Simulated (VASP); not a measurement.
# CuO (Pm-3m) in VASP: a series of runs

CuO is run at these levels: PBE+U; tasks: single point, relaxation of cell and atoms.

All numbers are computed with VASP 6.6.1; they aren't measurements. Logs are shortened: lines on timing, memory, paths and dates and some standing lists are left out, and cuts for length are marked.

### 1 The cell of the first run

Symmetry: Pm-3m, No. 221, cubic system. The conventional cell has a = 2.642 Å, b = 2.642 Å, c = 2.642 Å, α = 90.00°, β = 90.00°, γ = 90.00°. Within 3.0 Å of Cu (site symmetry m-3m) lie 8 O at 2.29 Å and 6 Cu at 2.64 Å. Within 3.0 Å of O (site symmetry m-3m) lie 8 Cu at 2.29 Å and 6 O at 2.64 Å.

### 2 Single point, PBE+U

Input file INCAR:

```
SYSTEM = CuO
  PREC = Accurate
  ENCUT = 820
  EDIFF = 1E-6
  ISMEAR = -1
  SIGMA = 0.05
  LREAL = .False.
  LASPH = .True.
  NELM = 200
  ALGO = Normal
  ISIF = 2
  LWAVE = .False.
  LCHARG = .True.
  LMAXMIX = 4
  LDAU = .True.
  LDAUTYPE = 2
  LDAUL = 2 -1
  LDAUU = 2 0
  LDAUJ = 0 0
  LDAUPRINT = 1
  GGA = PE
  LELF = .True.
  LVHAR = .True.
  NBANDS = 20
  GGA_COMPAT = .False.
```

Input file KPOINTS:

```
Automatic mesh
0
Gamma
  10 10 10
  0 0 0
```

Input file POSCAR:

```
CuO
1.0
    2.6420238277      0.0000000000      0.0000000000
    0.0000000000      2.6420238277      0.0000000000
    0.0000000000      0.0000000000      2.6420238277
Cu O
1 1
Direct
    0.0000000000      0.0000000000      0.0000000000
    0.5000000000      0.5000000000      0.5000000000
```

Potentials or basis: VASP PAW PBE potentials, release 64 (Cu_sv_GW, O).

Command:

```bash
$ cat potpaw_PBE.64/Cu_sv_GW/POTCAR potpaw_PBE.64/O/POTCAR > POTCAR
$ mpirun -np 1 vasp_std > vasp.out
```

OUTCAR:

```text
SYSTEM = CuO
   PREC = Accurate
   ENCUT = 820
   EDIFF = 1E-6
   ISMEAR = -1
   LREAL = .False.
   LASPH = .True.
   NELM = 200
   ISIF = 2
   GGA = PE

 ion  position               nearest neighbor table
   1  0.000  0.000  0.000-   2 2.29   2 2.29   2 2.29   2 2.29   2 2.29   2 2.29   2 2.29   2 2.29

   2  0.500  0.500  0.500-   1 2.29   1 2.29   1 2.29   1 2.29   1 2.29   1 2.29   1 2.29   1 2.29

  LATTYP: Found a simple cubic cell.
 ALAT       =     2.6420238277

  Lattice vectors:

 A1 = (   2.6420238277,   0.0000000000,   0.0000000000)
 A2 = (   0.0000000000,   2.6420238277,   0.0000000000)
 A3 = (   0.0000000000,   0.0000000000,   2.6420238277)

Analysis of symmetry for initial positions (statically):
=====================================================================
 Subroutine PRICEL returns:
 Original cell was already a primitive cell.

 Routine SETGRP: Setting up the symmetry group for a
 simple cubic supercell.

 Subroutine GETGRP returns: Found 48 space group operations
 (whereof 48 operations were pure point group operations)
 out of a pool of 48 trial point group operations.

The static configuration has the point symmetry O_h .

Analysis of symmetry for dynamics (positions and initial velocities):
=====================================================================
 Subroutine PRICEL returns:
 Original cell was already a primitive cell.

 Routine SETGRP: Setting up the symmetry group for a
 simple cubic supercell.

 Subroutine GETGRP returns: Found 48 space group operations
 (whereof 48 operations were pure point group operations)
 out of a pool of 48 trial point group operations.

The dynamic configuration has the point symmetry O_h .

 Subroutine INISYM returns: Found 48 space group operations
 (whereof 48 operations are pure point group operations),
 and found     1 'primitive' translations

----------------------------------------------------------------------------------------

                                     Primitive cell

  volume of cell :      18.4421

  direct lattice vectors                    reciprocal lattice vectors
     2.642023828  0.000000000  0.000000000     0.378497722  0.000000000  0.000000000
     0.000000000  2.642023828  0.000000000     0.000000000  0.378497722  0.000000000
     0.000000000  0.000000000  2.642023828     0.000000000  0.000000000  0.378497722

  length of vectors
     2.642023828  2.642023828  2.642023828     0.378497722  0.378497722  0.378497722

  position of ions in fractional coordinates (direct lattice)
     0.000000000  0.000000000  0.000000000
     0.500000000  0.500000000  0.500000000

  ion indices of the primitive-cell ions
   primitive index   ion index
                 1           1
                 2           2

----------------------------------------------------------------------------------------

 KPOINTS: Automatic mesh

Automatic generation of k-mesh.
 Grid dimensions read from file:
 generate k-points for:   10   10   10

 Generating k-lattice:

  Cartesian coordinates                     Fractional coordinates (reciprocal lattice)
     0.037849772  0.000000000  0.000000000     0.100000000  0.000000000  0.000000000
     0.000000000  0.037849772  0.000000000     0.000000000  0.100000000  0.000000000
     0.000000000  0.000000000  0.037849772     0.000000000  0.000000000  0.100000000

  Length of vectors
     0.037849772  0.037849772  0.037849772

  Shift w.r.t. Gamma in fractional coordinates (k-lattice)
     0.000000000  0.000000000  0.000000000

 Subroutine IBZKPT returns following result:
 ===========================================

 Found     56 irreducible k-points:

 Following reciprocal coordinates:
            Coordinates               Weight
  0.000000  0.000000  0.000000      1.000000
  0.100000  0.000000  0.000000      6.000000
  0.200000  0.000000  0.000000      6.000000
  0.300000  0.000000  0.000000      6.000000
  0.400000  0.000000  0.000000      6.000000
  0.500000  0.000000  0.000000      3.000000
[... 16 lines left out ...]
  0.200000  0.100000  0.100000     24.000000
  0.300000  0.100000  0.100000     24.000000
 [... further k-points ...]
   k-points           NKPTS =     56   k-points in BZ     NKDIM =     56   number of bands    NBANDS=     20
   number of dos      NEDOS =    301   number of ions     NIONS =      2
   total plane-waves  NPLWV =  21952
   dimension x,y,z NGX =    28 NGY =   28 NGZ =   28
   dimension x,y,z NGXF=    56 NGYF=   56 NGZF=   56
   ions per type =               1   1
   NGX,Y,Z   is equivalent  to a cutoff of  17.62, 17.62, 17.62 a.u.
   NGXF,Y,Z  is equivalent  to a cutoff of  35.24, 35.24, 35.24 a.u.
 SYSTEM =  CuO
   PREC   = accura    normal or accurate (medium, high low for compatibility)
   ISTART =      0    job   : 0-new  1-cont  2-samecut
   ICHARG =      2    charge: 1-file 2-atom 10-const
   ISPIN  =      1    spin polarized calculation?
   LNONCOLLINEAR =      F non collinear calculations
   LSORBIT =      F    spin-orbit coupling
   LASPH  =      T    aspherical Exc in radial PAW
   ENCUT  =  820.0 eV  60.27 Ry    7.76 a.u.   6.17  6.17  6.17*2*pi/ulx,y,z
   NELM   =    200;   NELMIN=  2; NELMDL= -5     # of ELM steps
   EDIFF  = 0.1E-05   stopping-criterion for ELM
   LREAL  =      F    real-space projection
   EDIFFG = 0.1E-04   stopping-criterion for IOM
   NSW    =      0    number of steps for IOM
   IBRION =     -1    ionic relax: 0-MD 1-quasi-New 2-CG
   NFREE  =      0    steps in history (QN), initial steepest desc. (CG)
   ISIF   =      2    stress and relaxation
   ISYM   =      2    0-nonsym 1-usesym 2-fastsym
   POTIM  = 0.5000    time-step for ionic-motion
   TEBEG  =    0.0;   TEEND  =   0.0 temperature during run
   PSTRESS=    0.0 pullay stress
   NELECT =      25.0000    total number of electrons
   NUPDOWN=      -1.0000    fix difference up-down
   EMIN   =  10.00;   EMAX   =-10.00  energy-range for DOS
   EFERMI =   0.00;   METHOD = LEGACY
   ISMEAR =    -1;   SIGMA  =   0.05  broadening in eV -4-tet -1-fermi 0-gaus
   EFERMI_NEDOS =   21; number of points for ismear=-14 and -15
   IALGO  =     38    algorithm
   IMIX   =      4    mixing-type and parameters
     AMIX     =   0.40;   BMIX     =  1.00
     AMIX_MAG =   1.60;   BMIX_MAG =  1.00
  volume/ion in A,a.u.               =       9.22        62.23
  Fermi-wavevector in a.u.,A,eV,Ry     =   1.811833  3.423867 44.664360  3.282738
  Thomas-Fermi vector in A             =   2.870205
   LORBIT       =      0    0 simple, 1 ext, 2 COOP (PROOUT), +10 PAW based schemes
 LDA+U is selected, type is set to LDAUTYPE =  2
   angular momentum for each species LDAUL =     2   -1
   U (eV)           for each species LDAUU =   2.0  0.0
   J (eV)           for each species LDAUJ =   0.0  0.0
   GGA     = PE    functional components
   LHFCALC =     F    Hartree Fock is set to
   AEXX    =    0.0000 exact exchange contribution
   IVDW    =     0    specifies the selected vdW correction
   LEPSILON=     F    determine dielectric tensor
   LRPA    =     F    only Hartree local field effects (RPA)
 non-spin polarized calculation
  energy-cutoff  :      820.00
  volume of cell :       18.44
 maximum number of plane-waves:      1021
 NGX is ok and might be reduce to    28
   NGX = 13   NGY = 13   NGZ = 13

atom =   1  type =  1  l = 2

 onsite density matrix

spin component  1

  0.8788 -0.0000 -0.0000 -0.0000  0.0000
 -0.0000  0.8788  0.0000 -0.0000  0.0000
 -0.0000  0.0000  0.9278  0.0000 -0.0000
 -0.0000 -0.0000  0.0000  0.8788  0.0000
  0.0000  0.0000 -0.0000  0.0000  0.9278

spin component  2

  0.8788 -0.0000 -0.0000 -0.0000  0.0000
 -0.0000  0.8788  0.0000 -0.0000  0.0000
 -0.0000  0.0000  0.9278  0.0000 -0.0000
 -0.0000 -0.0000  0.0000  0.8788  0.0000
  0.0000  0.0000 -0.0000  0.0000  0.9278

 occupancies and eigenvectors

  o =  0.8788  v =  0.0000 -0.9881 -0.0000 -0.1536 -0.0000  0.0000  0.0000  0.0000  0.0000  0.0000      0.0000  0.0000  0.0000  0.0000  0.0000  0.0000  0.0000  0.0000  0.0000  0.0000
  o =  0.8788  v =  0.0000  0.0000  0.0000  0.0000  0.0000  0.0000 -0.9881 -0.0000 -0.1536 -0.0000      0.0000  0.0000  0.0000  0.0000  0.0000  0.0000  0.0000  0.0000  0.0000  0.0000
  o =  0.8788  v =  0.0000  0.0000  0.0000  0.0000  0.0000  1.0000  0.0000  0.0000  0.0000  0.0000      0.0000  0.0000  0.0000  0.0000  0.0000  0.0000  0.0000  0.0000  0.0000  0.0000
  o =  0.8788  v =  1.0000  0.0000  0.0000  0.0000  0.0000  0.0000  0.0000  0.0000  0.0000  0.0000      0.0000  0.0000  0.0000  0.0000  0.0000  0.0000  0.0000  0.0000  0.0000  0.0000
  o =  0.8788  v =  0.0000 -0.1536  0.0000  0.9881 -0.0000  0.0000  0.0000  0.0000  0.0000  0.0000      0.0000  0.0000  0.0000  0.0000  0.0000  0.0000  0.0000  0.0000  0.0000  0.0000
  o =  0.8788  v =  0.0000  0.0000  0.0000  0.0000  0.0000  0.0000 -0.1536  0.0000  0.9881 -0.0000      0.0000  0.0000  0.0000  0.0000  0.0000  0.0000  0.0000  0.0000  0.0000  0.0000
  o =  0.9278  v =  0.0000 -0.0000  0.1954  0.0000  0.9807  0.0000  0.0000  0.0000  0.0000  0.0000      0.0000  0.0000  0.0000  0.0000  0.0000  0.0000  0.0000  0.0000  0.0000  0.0000
  o =  0.9278  v =  0.0000  0.0000  0.0000  0.0000  0.0000  0.0000 -0.0000  0.1954  0.0000  0.9807      0.0000  0.0000  0.0000  0.0000  0.0000  0.0000  0.0000  0.0000  0.0000  0.0000
  o =  0.9278  v =  0.0000 -0.0000  0.9807 -0.0000 -0.1954  0.0000  0.0000  0.0000  0.0000  0.0000      0.0000  0.0000  0.0000  0.0000  0.0000  0.0000  0.0000  0.0000  0.0000  0.0000
  o =  0.9278  v =  0.0000  0.0000  0.0000  0.0000  0.0000  0.0000 -0.0000  0.9807 -0.0000 -0.1954      0.0000  0.0000  0.0000  0.0000  0.0000  0.0000  0.0000  0.0000  0.0000  0.0000

 number of electron      24.9999992 magnetization

 Free energy of the ion-electron system (eV)
  ---------------------------------------------------
  ext. energy  EPLUGINS =         0.00000000
  ---------------------------------------------------
  free energy    TOTEN  =        -7.74695850 eV

  energy without entropy =       -7.71922467  energy(sigma->0) =       -7.73309159

 E-fermi :   6.0055     XC(G=0): -13.1088

 val. band max:        6.0029991565   @ k =   0.5000   0.4000   0.2000
 cond. band min:       6.0176775210   @ k =   0.4000   0.4000   0.2000
 fundamental gap:      0.0146783645
 Fermi energy:         6.0054637733

 k-point     1 :       0.0000    0.0000    0.0000
  band No.  band energies     occupation
      1    -105.3694      2.00000
      2     -62.7538      2.00000
      3     -62.7538      2.00000
      4     -62.7538      2.00000
      5     -13.0514      2.00000
      6       2.6337      2.00000
[... 12 lines left out ...]
     19      25.7736      0.00000
     20      38.9896      0.00000
[... 507 lines left out ...]
 k-point    24 :       0.3000    0.1000    0.1000
  band No.  band energies     occupation
      1    -105.3665      2.00000
      2     -62.7783      2.00000
      3     -62.7546      2.00000
      4     -62.7545      2.00000
      5     -12.1804      2.00000
      6       0.1668      2.00000
[... 12 lines left out ...]
     19      31.5589      0.00000
     20      31.6891      0.00000

 [... further k-points ...]
[... 5 lines left out ...]
  --------------------------------------------------------------------------------------
  -------------------------------------------------------------------------------------
  Total       -0.2250079     -0.2250079     -0.2250079     -0.0000000     -0.0000000      0.0000000
  in kB      -19.5478089    -19.5478089    -19.5478089     -0.0000000     -0.0000000      0.0000000
  external PRESSURE =     -19.5478089 kB  Pullay stress =       0.0000000 kB

 VOLUME and BASIS-vectors are now :
 -----------------------------------------------------------------------------
  energy-cutoff  :      820.00
  volume of cell :       18.44
      direct lattice vectors                 reciprocal lattice vectors
     2.642023828  0.000000000  0.000000000     0.378497722  0.000000000  0.000000000
     0.000000000  2.642023828  0.000000000     0.000000000  0.378497722  0.000000000
     0.000000000  0.000000000  2.642023828     0.000000000  0.000000000  0.378497722

 POSITION                                       TOTAL-FORCE (eV/Angst)
 -----------------------------------------------------------------------------------
      0.00000      0.00000      0.00000         0.000000      0.000000      0.000000
      1.32101      1.32101      1.32101         0.000000      0.000000      0.000000
 -----------------------------------------------------------------------------------
    total drift:                                0.000000      0.000000      0.000000

  FREE ENERGIE OF THE ION-ELECTRON SYSTEM (eV)
  ---------------------------------------------------
  free  energy   TOTEN  =        -7.7469585005 eV

  energy  without entropy=       -7.7192246720  energy(sigma->0) =       -7.73309159
```

Run time: 42 s. Hardware: 1 thread of AMD EPYC 7R43 (Zen 3), shared host; peak memory 0.17 GiB.

What came out:

- Free energy: -7.7470 eV
- Pressure: -2.0 GPa
- Band gap on the k mesh: zero (an odd number of electrons rules out a gap without spin polarisation)

Levels at points of the mesh, in eV from the Fermi level:
| k point | band 9 | band 10 | band 11 | band 12 | band 13 | band 14 | band 15 | band 16 | band 17 | band 18 |
| --- | --- | --- | --- | --- | --- | --- | --- | --- | --- | --- |
| (0.00, 0.00, 0.00) | -1.68 | -1.68 | -1.67 | -1.67 | -1.67 | 0.91 | 15.76 | 15.76 | 19.77 | 19.77 |
| (0.50, 0.00, 0.00) | -3.13 | -1.61 | -1.28 | 0.42 | 0.42 | 6.62 | 7.98 | 17.75 | 17.84 | 17.84 |
| (0.50, 0.50, 0.00) | -2.17 | -2.10 | -2.10 | -1.34 | -0.76 | 5.37 | 11.48 | 11.48 | 17.15 | 24.60 |
| (0.50, 0.50, 0.50) | -1.32 | -1.32 | 0.28 | 0.28 | 0.28 | 7.28 | 7.28 | 7.28 | 13.16 | 21.95 |

Eigenvalues of the final occupation matrices:
```
    site  spin  trace               eigenvalues
site 1 d     1   4.49  0.88 0.88 0.88 0.93 0.93
site 1 d     2   4.49  0.88 0.88 0.88 0.93 0.93
```

Caveat: an odd number of electrons without spin polarisation forces a metal; a magnetic or distorted state may lie lower; U without spin polarisation on a metal has little footing.

### 3 Single point, PBE+U

This run uses another cell than the first one, of 9.31 Å³/atom.

Input file INCAR:

```
SYSTEM = CuO
PREC = Accurate ; ENCUT = 820
EDIFF = 1E-6 ; ISMEAR = -1
SIGMA = 0.05 ; LREAL = .False.
LASPH = .True. ; NELM = 200
ALGO = Normal ; ISIF = 2
LWAVE = .False. ; LCHARG = .True.
LMAXMIX = 4 ; LDAU = .True.
LDAUTYPE = 2 ; LDAUL = 2 -1
LDAUU = 4 0 ; LDAUJ = 0 0
LDAUPRINT = 1 ; GGA = PE
LELF = .True. ; LVHAR = .True.
NBANDS = 20 ; GGA_COMPAT = .False.
```

KPOINTS is that of step 2.

Input file POSCAR:

```
CuO
1.0
    2.6508237737      0.0000000000      0.0000000000
    0.0000000000      2.6508237737      0.0000000000
    0.0000000000      0.0000000000      2.6508237737
Cu O
1 1
Direct
    0.0000000000      0.0000000000      0.0000000000
    0.5000000000      0.5000000000      0.5000000000
```

Potentials or basis: VASP PAW PBE potentials, release 64 (Cu_sv_GW, O).

Command:

```bash
$ cat potpaw_PBE.64/Cu_sv_GW/POTCAR potpaw_PBE.64/O/POTCAR > POTCAR
$ mpirun -np 1 vasp_std > vasp.out
```

Run time: 28 s. Hardware: 1 thread of Intel Xeon Platinum 8488C (Sapphire Rapids), shared host; peak memory 0.2 GiB.

The run converged. Its results:

| Item | Value |
| --- | --- |
| Free energy | -6.8602 eV |
| Pressure | -3.4 GPa |
| Band gap on the k mesh | zero (an odd number of electrons rules out a gap without spin polarisation) |

Levels at points of the mesh, in eV from the Fermi level:
```tsv
k point	band 11	band 12	band 13	band 14	band 15	band 16
(0.00, 0.00, 0.00)	-1.53	-1.53	-1.53	1.12	15.81	15.81
(0.50, 0.00, 0.00)	-1.45	0.43	0.43	6.83	8.11	17.93
(0.50, 0.50, 0.00)	-2.21	-1.56	-0.65	5.57	11.64	11.64
(0.50, 0.50, 0.50)	0.23	0.23	0.23	7.56	7.56	7.56
```

Eigenvalues of the final occupation matrices:
| site | spin | trace | eigenvalues |
| --- | --- | --- | --- |
| site 1 d | 1 | 4.52 | 0.89 0.89 0.89 0.93 0.93 |
| site 1 d | 2 | 4.52 | 0.89 0.89 0.89 0.93 0.93 |

Caveat: the cell stands under tension; an odd number of electrons without spin polarisation forces a metal; a magnetic or distorted state may lie lower; U without spin polarisation on a metal has little footing.

(Continued in part 2 of 2.)

The gap in the log of VASP goes by the Fermi energy; the results here count the filled bands.